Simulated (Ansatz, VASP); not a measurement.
**Two plane-wave programs on CsLa5**

INCAR

```
PREC = Accurate
ENCUT = 520
EDIFF = 1E-7
ISMEAR = 0
SIGMA = 0.1
LREAL = F
LASPH = T
NELM = 100
ALGO = Normal
ISIF = 2
LWAVE = F
LCHARG = T
GGA = PE
LELF = T
LVHAR = T
NBANDS = 41
```

File KPOINTS:

```
Automatic mesh
0
Gamma
  4 4 2
```

POSCAR

```
CsLa5
1.0
    2.5234270300     -3.1436673100      0.0000000000
    2.5234270300      3.1436673100      0.0000000000
    0.0000000000      0.0000000000      8.9760868300
Cs La
1 5
Direct
    0.5000000000      0.5000000000      0.5000000000
    0.5000000000      0.0000000000      0.8737780500
    0.0000000000      0.5000000000      0.1262219500
    0.5000000000      0.0000000000      0.1262219500
    0.0000000000      0.5000000000      0.8737780500
    0.0000000000      0.0000000000      0.0000000000
```

Input for Ansatz:

```yaml
crystal:
  lattice:
    - [2.52342703, -3.14366731, 0.0]
    - [2.52342703, 3.14366731, 0.0]
    - [0.0, 0.0, 8.97608683]
  atoms:
    - { symbol: Cs, position: [0.5, 0.5, 0.5] }
    - { symbol: La, position: [0.5, 0.0, 0.87377805] }
    - { symbol: La, position: [0.0, 0.5, 0.12622195] }
    - { symbol: La, position: [0.5, 0.0, 0.12622195] }
    - { symbol: La, position: [0.0, 0.5, 0.87377805] }
    - { symbol: La, position: [0.0, 0.0, 0.0] }
basis:
  ecutwfc: 420
kpoints:
  mp_grid: { grid: [4, 4, 2] }
hamiltonian:
  xc: pbe
scf:
  occupations: { method: gaussian, width: 0.1 }
  lower_state_search: "off"
output:
  forces: true
  stress: true
  eigenvalues: true
```

Alike in both runs: task single point; functional PBE; k mesh 4 × 4 × 2; occupations gaussian, width 0.1 eV; no spin polarisation.

```csv
,VASP,Ansatz
version,VASP 6.6.1,Ansatz 0.2.0
potentials or method,"VASP PAW PBE potentials, release 64 (Cs_sv, La), cutoff 520 eV","scalar-relativistic, plane waves, PAW"
valence electrons in the cell,64,64
```

|  | VASP | Ansatz | Ansatz less VASP |
| --- | --- | --- | --- |
| gap on the k mesh at the Fermi level (eV) | none | none | - |
| rms of the force components (eV/Å) | 9.916 | 9.855 | -0.0614 |

Atom by atom the forces differ by 0.061 eV/Å (rms over components). A gap of «none» marks a metal or a gap that the smearing closes.

The k mesh is coarse, so the values compare programs but aren't converged. Spin-orbit coupling is off throughout.
